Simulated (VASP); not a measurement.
# B5As4 in VASP: further runs

The runs below take B5As4 through single point, with PBEsol.

Everything below comes from runs of VASP 6.6.1. Logs are shortened: lines on timing, memory, paths and dates and some standing lists are left out, and cuts for length are marked.

## Step 1: The cell of the first run

The cell holds a slab with vacuum, 9 atoms: a = 3.371 Å, b = 3.371 Å, c = 24.536 Å, α = 90.00°, β = 90.00°, γ = 90.00°.

## Step 2: Single point, PBEsol

Contents of INCAR:

```
SYSTEM = B5As4
ALGO = Normal
DIPOL = 0.5 0.5 0.500
EDIFF = 1E-7
ENCUT = 520
GGA = PS
IDIPOL = 3
ISIF = 2
ISMEAR = 0
LASPH = .TRUE.
LCHARG = .TRUE.
LDIPOL = .TRUE.
LELF = .TRUE.
LREAL = .FALSE.
LVACPOTAV = .TRUE.
LVHAR = .TRUE.
LWAVE = .FALSE.
NBANDS = 28
NELM = 60
PREC = Accurate
SIGMA = 0.05
```

Contents of KPOINTS:

```
k-points
0
G
  12 12 1
  0 0 0
```

Contents of POSCAR:

```
B5As4
1.0
    3.3713973180      0.0000000000      0.0000000000
    0.0000000000      3.3713973180      0.0000000000
    0.0000000000      0.0000000000     24.5357516225
B As
5 4
Direct
    0.5000000000      0.5000000000      0.3056763907
    0.0000000000      0.0000000000      0.4028381954
    0.5000000000      0.5000000000      0.5000000000
    0.0000000000      0.0000000000      0.5971618046
    0.5000000000      0.5000000000      0.6943236093
    0.5000000000      0.0000000000      0.3542572931
    0.0000000000      0.5000000000      0.4514190977
    0.5000000000      0.0000000000      0.5485809023
    0.0000000000      0.5000000000      0.6457427069
```

Potentials or basis: VASP PAW PBE potentials, release 64 (B, As).

On the command line:

```sh
> cat potpaw_PBE.64/B/POTCAR potpaw_PBE.64/As/POTCAR > POTCAR
> mpirun -np 1 vasp_std > vasp.out
```

OUTCAR:

```text
SYSTEM = B5As4
   EDIFF = 1E-7
   ENCUT = 520
   GGA = PS
   ISIF = 2
   ISMEAR = 0
   LASPH = .TRUE.
   LREAL = .FALSE.
   NELM = 60
   PREC = Accurate

 ion  position               nearest neighbor table
   1  0.500  0.500  0.306-   6 2.06   6 2.06
   2  0.000  0.000  0.403-   7 2.06   7 2.06   6 2.06   6 2.06
   3  0.500  0.500  0.500-   7 2.06   8 2.06   8 2.06   7 2.06
   4  0.000  0.000  0.597-   8 2.06   8 2.06   9 2.06   9 2.06
   5  0.500  0.500  0.694-   9 2.06   9 2.06
   6  0.500  0.000  0.354-   2 2.06   2 2.06   1 2.06   1 2.06
   7  0.000  0.500  0.451-   2 2.06   2 2.06   3 2.06   3 2.06
   8  0.500  0.000  0.549-   4 2.06   4 2.06   3 2.06   3 2.06
   9  0.000  0.500  0.646-   4 2.06   4 2.06   5 2.06   5 2.06

  LATTYP: Found a simple tetragonal cell.
 ALAT       =     3.3713973180
 C/A-ratio  =     7.2776209115

  Lattice vectors:

 A1 = (   3.3713973180,   0.0000000000,   0.0000000000)
 A2 = (   0.0000000000,   3.3713973180,   0.0000000000)
 A3 = (   0.0000000000,   0.0000000000,  24.5357516225)

Analysis of symmetry for initial positions (statically):
=====================================================================
 Subroutine PRICEL returns:
 Original cell was already a primitive cell.

 Routine SETGRP: Setting up the symmetry group for a
 simple tetragonal supercell.

 Subroutine GETGRP returns: Found  8 space group operations
 (whereof  8 operations were pure point group operations)
 out of a pool of 16 trial point group operations.

The static configuration has the point symmetry D_2d.

Analysis of symmetry for dynamics (positions and initial velocities):
=====================================================================
 Subroutine PRICEL returns:
 Original cell was already a primitive cell.

 Routine SETGRP: Setting up the symmetry group for a
 simple tetragonal supercell.

 Subroutine GETGRP returns: Found  8 space group operations
 (whereof  8 operations were pure point group operations)
 out of a pool of 16 trial point group operations.

The dynamic configuration has the point symmetry D_2d.

 Subroutine INISYM returns: Found  8 space group operations
 (whereof  8 operations are pure point group operations),
 and found     1 'primitive' translations

----------------------------------------------------------------------------------------

                                     Primitive cell

  volume of cell :     278.8812

  direct lattice vectors                    reciprocal lattice vectors
     3.371397318  0.000000000  0.000000000     0.296612919  0.000000000  0.000000000
     0.000000000  3.371397318  0.000000000     0.000000000  0.296612919  0.000000000
     0.000000000  0.000000000 24.535751623     0.000000000  0.000000000  0.040756852

  length of vectors
     3.371397318  3.371397318 24.535751623     0.296612919  0.296612919  0.040756852

  position of ions in fractional coordinates (direct lattice)
     0.500000000  0.500000000  0.305676391
     0.000000000  0.000000000  0.402838195
     0.500000000  0.500000000  0.500000000
     0.000000000  0.000000000  0.597161805
     0.500000000  0.500000000  0.694323609
     0.500000000  0.000000000  0.354257293
     0.000000000  0.500000000  0.451419098
     0.500000000  0.000000000  0.548580902
     0.000000000  0.500000000  0.645742707

  ion indices of the primitive-cell ions
   primitive index   ion index
                 1           1
                 2           2
                 3           3
                 4           4
                 5           5
                 6           6
                 7           7
                 8           8
                 9           9

----------------------------------------------------------------------------------------

 KPOINTS: k-points

Automatic generation of k-mesh.
 Grid dimensions read from file:
 generate k-points for:   12   12    1

 Generating k-lattice:

  Cartesian coordinates                     Fractional coordinates (reciprocal lattice)
     0.024717743  0.000000000  0.000000000     0.083333333  0.000000000  0.000000000
     0.000000000  0.024717743  0.000000000     0.000000000  0.083333333  0.000000000
     0.000000000  0.000000000  0.040756852     0.000000000  0.000000000  1.000000000

  Length of vectors
     0.024717743  0.024717743  0.040756852

  Shift w.r.t. Gamma in fractional coordinates (k-lattice)
     0.000000000  0.000000000  0.000000000

 Subroutine IBZKPT returns following result:
 ===========================================

 Found     28 irreducible k-points:

 Following reciprocal coordinates:
            Coordinates               Weight
  0.000000  0.000000  0.000000      1.000000
  0.083333  0.000000  0.000000      4.000000
  0.166667  0.000000  0.000000      4.000000
  0.250000  0.000000  0.000000      4.000000
  0.333333  0.000000  0.000000      4.000000
  0.416667  0.000000  0.000000      4.000000
[... 16 lines left out ...]
  0.333333  0.333333  0.000000      4.000000
  0.416667  0.333333  0.000000      8.000000
 [... further k-points ...]
   k-points           NKPTS =     28   k-points in BZ     NKDIM =     28   number of bands    NBANDS=     28
   number of dos      NEDOS =    301   number of ions     NIONS =      9
   total plane-waves  NPLWV = 150528
   dimension x,y,z NGX =    28 NGY =   28 NGZ =  192
   dimension x,y,z NGXF=    56 NGYF=   56 NGZF=  384
   ions per type =               5   4
   NGX,Y,Z   is equivalent  to a cutoff of  13.81, 13.81, 13.01 a.u.
   NGXF,Y,Z  is equivalent  to a cutoff of  27.61, 27.61, 26.02 a.u.
 SYSTEM =  B5As4
   PREC   = accura    normal or accurate (medium, high low for compatibility)
   ISTART =      0    job   : 0-new  1-cont  2-samecut
   ICHARG =      2    charge: 1-file 2-atom 10-const
   ISPIN  =      1    spin polarized calculation?
   LNONCOLLINEAR =      F non collinear calculations
   LSORBIT =      F    spin-orbit coupling
   LASPH  =      T    aspherical Exc in radial PAW
   ENCUT  =  520.0 eV  38.22 Ry    6.18 a.u.   6.27  6.27 45.62*2*pi/ulx,y,z
   NELM   =     60;   NELMIN=  2; NELMDL= -5     # of ELM steps
   EDIFF  = 0.1E-06   stopping-criterion for ELM
   LREAL  =      F    real-space projection
   EDIFFG = 0.1E-05   stopping-criterion for IOM
   NSW    =      0    number of steps for IOM
   IBRION =     -1    ionic relax: 0-MD 1-quasi-New 2-CG
   NFREE  =      0    steps in history (QN), initial steepest desc. (CG)
   ISIF   =      2    stress and relaxation
   ISYM   =      2    0-nonsym 1-usesym 2-fastsym
   POTIM  = 0.5000    time-step for ionic-motion
   TEBEG  =    0.0;   TEEND  =   0.0 temperature during run
   PSTRESS=    0.0 pullay stress
   NELECT =      35.0000    total number of electrons
   NUPDOWN=      -1.0000    fix difference up-down
   EMIN   =  10.00;   EMAX   =-10.00  energy-range for DOS
   EFERMI =   0.00;   METHOD = LEGACY
   ISMEAR =     0;   SIGMA  =   0.05  broadening in eV -4-tet -1-fermi 0-gaus
   EFERMI_NEDOS =   21; number of points for ismear=-14 and -15
   IALGO  =     38    algorithm
   IMIX   =      4    mixing-type and parameters
     AMIX     =   0.40;   BMIX     =  1.00
     AMIX_MAG =   1.60;   BMIX_MAG =  1.00
  volume/ion in A,a.u.               =      30.99       209.11
  Fermi-wavevector in a.u.,A,eV,Ry     =   0.819642  1.548900  9.140580  0.671814
  Thomas-Fermi vector in A             =   1.930484
   LORBIT       =      0    0 simple, 1 ext, 2 COOP (PROOUT), +10 PAW based schemes
   GGA     = PS    functional components
   LHFCALC =     F    Hartree Fock is set to
   AEXX    =    0.0000 exact exchange contribution
   IVDW    =     0    specifies the selected vdW correction
   LEPSILON=     F    determine dielectric tensor
   LRPA    =     F    only Hartree local field effects (RPA)
 non-spin polarized calculation
 Gauss-broadening in eV      SIGMA  =   0.05
  energy-cutoff  :      520.00
  volume of cell :      278.88
 maximum number of plane-waves:      7536
 NGX is ok and might be reduce to    28
   NGX = 13   NGY = 13   NGZ = 91

 dipolmoment           0.000000      0.000000     -0.000000 electrons x Angstroem

 number of electron      35.0000003 magnetization

 dipolmoment           0.000000      0.000000      0.000000 electrons x Angstroem

 Free energy of the ion-electron system (eV)
  ---------------------------------------------------
  ext. energy  EPLUGINS =         0.00000000
  ---------------------------------------------------
  free energy    TOTEN  =       -48.55804289 eV

  energy without entropy =      -48.54496424  energy(sigma->0) =      -48.55150357

 E-fermi :  -0.7704     XC(G=0):  -5.3701

 val. band max:       -0.7707579479   @ k =   0.0000   0.0000   0.0000
 cond. band min:      -0.7570155485   @ k =   0.1667   0.1667   0.0000
 fundamental gap:      0.0137423994
 Fermi energy:        -0.7704034246

 k-point     1 :       0.0000    0.0000    0.0000
  band No.  band energies     occupation
      1     -16.1461      2.00000
      2     -15.3253      2.00000
      3     -14.1547      2.00000
      4     -12.8728      2.00000
      5      -8.9139      2.00000
      6      -7.2789      2.00000
[... 20 lines left out ...]
     27       3.7972      0.00000
     28       3.7975      0.00000

 k-point     2 :       0.0833    0.0000    0.0000
  band No.  band energies     occupation
      1     -16.0704      2.00000
      2     -15.2537      2.00000
      3     -14.0926      2.00000
      4     -12.8322      2.00000
      5      -8.8757      2.00000
      6      -7.3250      2.00000
[... 20 lines left out ...]
     27       3.4174      0.00000
     28       3.7927      0.00000

 k-point     3 :       0.1667    0.0000    0.0000
  band No.  band energies     occupation
      1     -15.8453      2.00000
      2     -15.0423      2.00000
      3     -13.9139      2.00000
      4     -12.7307      2.00000
      5      -8.7934      2.00000
      6      -7.5771      2.00000
[... 616 lines left out ...]
      3     -12.5207      2.00000
      4     -12.1328      2.00000
      5      -8.9475      2.00000
      6      -8.3926      2.00000
[... 20 lines left out ...]
     27       5.1202      0.00000
     28       5.5691      0.00000

 k-point    24 :       0.4167    0.3333    0.0000
  band No.  band energies     occupation
      1     -13.2764      2.00000
      2     -12.7754      2.00000
      3     -12.3096      2.00000
      4     -12.2197      2.00000
      5      -8.9964      2.00000
      6      -8.6752      2.00000
[... 20 lines left out ...]
     27       4.7954      0.00000
     28       5.1440      0.00000

 [... further k-points ...]
[... 5 lines left out ...]
  --------------------------------------------------------------------------------------
  -------------------------------------------------------------------------------------
  Total       -1.3954512     -1.3954512     -2.5363060      0.0000000      0.0000000      0.0000000
  in kB       -8.0168911     -8.0168911    -14.5711218      0.0000000      0.0000000      0.0000000
  external PRESSURE =     -10.2016347 kB  Pullay stress =       0.0000000 kB

 VOLUME and BASIS-vectors are now :
 -----------------------------------------------------------------------------
  energy-cutoff  :      520.00
  volume of cell :      278.88
      direct lattice vectors                 reciprocal lattice vectors
     3.371397318  0.000000000  0.000000000     0.296612919  0.000000000  0.000000000
     0.000000000  3.371397318  0.000000000     0.000000000  0.296612919  0.000000000
     0.000000000  0.000000000 24.535751623     0.000000000  0.000000000  0.040756852

 POSITION                                       TOTAL-FORCE (eV/Angst)
 -----------------------------------------------------------------------------------
      1.68570      1.68570      7.50000         0.000000     -0.000000      1.244689
      0.00000      0.00000      9.88394         0.000000      0.000000      0.178257
      1.68570      1.68570     12.26788         0.000000     -0.000000      0.000000
      0.00000      0.00000     14.65181         0.000000      0.000000     -0.178257
      1.68570      1.68570     17.03575         0.000000      0.000000     -1.244689
      1.68570      0.00000      8.69197        -0.000000      0.000000     -1.373053
      0.00000      1.68570     11.07591        -0.000000      0.000000     -0.164215
      1.68570      0.00000     13.45984         0.000000      0.000000      0.164215
      0.00000      1.68570     15.84378         0.000000      0.000000      1.373053
 -----------------------------------------------------------------------------------
    total drift:                                0.000000      0.000000      0.000000

  FREE ENERGIE OF THE ION-ELECTRON SYSTEM (eV)
  ---------------------------------------------------
  free  energy   TOTEN  =       -48.5580428914 eV

  energy  without entropy=      -48.5449642425  energy(sigma->0) =      -48.55150357

 vacuum level on the upper side and lower side of the slab         5.052         5.052
```

Run time: 4 min. Hardware: 1 thread of Intel Xeon 6975P-C (Granite Rapids), shared host; peak memory 0.48 GiB.

Results:

```
Free energy            : -48.5580 eV
Largest force          : 1.373 eV/Å
Band gap on the k mesh : zero (an odd number of electrons rules out a gap without spin polarisation)
```

Forces in eV/Å, atoms in the order of the input:
```
B    0.000  0.000  1.245
B    0.000  0.000  0.178
B    0.000  0.000  0.000
B    0.000  0.000 -0.178
B    0.000  0.000 -1.245
As   0.000  0.000 -1.373
As   0.000  0.000 -0.164
As   0.000  0.000  0.164
As   0.000  0.000  1.373
```

Caveat: the PAW data sets were made with another functional, which shifts forces and pressure a little; an odd number of electrons without spin polarisation forces a metal; a magnetic or distorted state may lie lower.

## Step 3: Single point, PBEsol, collinear spin

Contents of INCAR:

```
PREC = Accurate
ENCUT = 520
EDIFF = 1E-6
ISMEAR = 0
SIGMA = 0.05
LREAL = F
LASPH = T
NELM = 150
ALGO = Normal
ISIF = 2
LWAVE = F
LCHARG = F
ISPIN = 2
MAGMOM = 1 0 0 0 1 0 0 0 0
LORBIT = 11
LDIPOL = T
IDIPOL = 3
DIPOL = 0.5 0.5 0.500
GGA = PS
NBANDS = 32
```

Contents of KPOINTS:

```
regular mesh
0
Gamma
  8 8 1
```

POSCAR is that of step 2.

Potentials or basis: VASP PAW PBE potentials, release 64 (B, As).

On the command line:

```sh
> cat potpaw_PBE.64/B/POTCAR potpaw_PBE.64/As/POTCAR > POTCAR
> mpirun -np 1 vasp_std > vasp.out
```

It took 6.1 min on 1 thread of Intel Xeon 6975P-C (Granite Rapids), shared host; peak memory 0.61 GiB.

Results (log left out):

| Quantity | Value |
| --- | --- |
| Free energy | -48.8337 eV |
| Largest force | 1.493 eV/Å |
| Net moment | 2.50 μB per cell |
| Site moments | B +0.46, +0.06, +0.03 (each value once); As +0.05, +0.02 (each value once) μB |
| Valence electrons inside the program's atomic spheres | B 1.57, 1.82, 1.83 (each value once); As 2.91, 2.93 (each value once) |

Forces on the atoms (eV/Å):
```
B    0.000  0.000  1.258
B    0.000  0.000  0.187
B    0.000  0.000  0.000
B    0.000  0.000 -0.187
B    0.000  0.000 -1.258
As   0.000  0.000 -1.493
As   0.000  0.000 -0.010
As   0.000  0.000  0.010
As   0.000  0.000  1.493
```

Levels at points of the mesh, in eV from the Fermi level:
Spin up:
| k point | band 17 | band 18 | band 19 | band 20 | band 21 | band 22 |
| --- | --- | --- | --- | --- | --- | --- |
| (0.00, 0.00, 0.00) | -0.94 | -0.31 | 0.94 | 0.98 | 1.65 | 1.65 |
| (0.50, 0.00, 0.00) | -1.56 | -0.71 | -0.59 | 2.10 | 2.83 | 2.86 |
| (0.50, 0.50, 0.00) | -1.41 | -1.20 | -1.18 | -1.18 | 1.80 | 2.16 |
Spin down:
```
           k point  band 12  band 13  band 14  band 15  band 16  band 17  band 18  band 19  band 20  band 21
(0.00, 0.00, 0.00)    -2.15    -2.15    -2.09    -0.84    -0.84     0.54     0.83     1.08     1.09     1.97
(0.50, 0.00, 0.00)    -3.02    -2.29    -2.28    -2.13    -1.61     0.17     0.34     1.30     2.99     3.15
(0.50, 0.50, 0.00)    -5.25    -5.15    -4.72    -4.39    -4.39    -0.24    -0.24     0.34     0.87     1.89
```

Caveat: the PAW data sets were made with another functional, which shifts forces and pressure a little.

The gap in the log of VASP goes by the Fermi energy; the results here count the filled bands.